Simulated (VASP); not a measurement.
A run of VASP 6.6.1 is set up as follows.

INCAR

```
SYSTEM = BN
  PREC = Accurate
  ENCUT = 520
  EDIFF = 1E-6
  ISMEAR = 0
  SIGMA = 0.05
  LREAL = .FALSE.
  LASPH = .TRUE.
  NELM = 100
  ALGO = Normal
  ISIF = 2
  LWAVE = .FALSE.
  LCHARG = .FALSE.
  GGA = PE
  NBANDS = 11
```

KPOINTS

```
regular mesh
0
G
  12 12 12
  0 0 0
```

File POSCAR:

```
BN
1.0
    0.0000000000      1.5838022561      2.3757033842
    1.5838022561      0.0000000000      2.3757033842
    1.5838022561      1.5838022561      0.0000000000
B N
1 1
Direct
    0.0000000000      0.0000000000      0.0000000000
    0.7500000000      0.7500000000      0.7500000000
```

Potentials or basis: VASP PAW PBE potentials, release 64 (B, N).

Command:

```console
$ cat potpaw_PBE.64/B/POTCAR potpaw_PBE.64/N/POTCAR > POTCAR
$ mpirun -np 1 vasp_std > vasp.out
```

What does it give for the band gap on the k mesh?

Zero (band 4 reaches 10.33 eV, above the bottom of band 5 at 10.26 eV).

What does it give for the pressure?

7.8 GPa.

Stress tensor (GPa, compression positive):
```
 129.68    0.00    0.00
   0.00  129.68    0.00
   0.00    0.00 -235.98
```
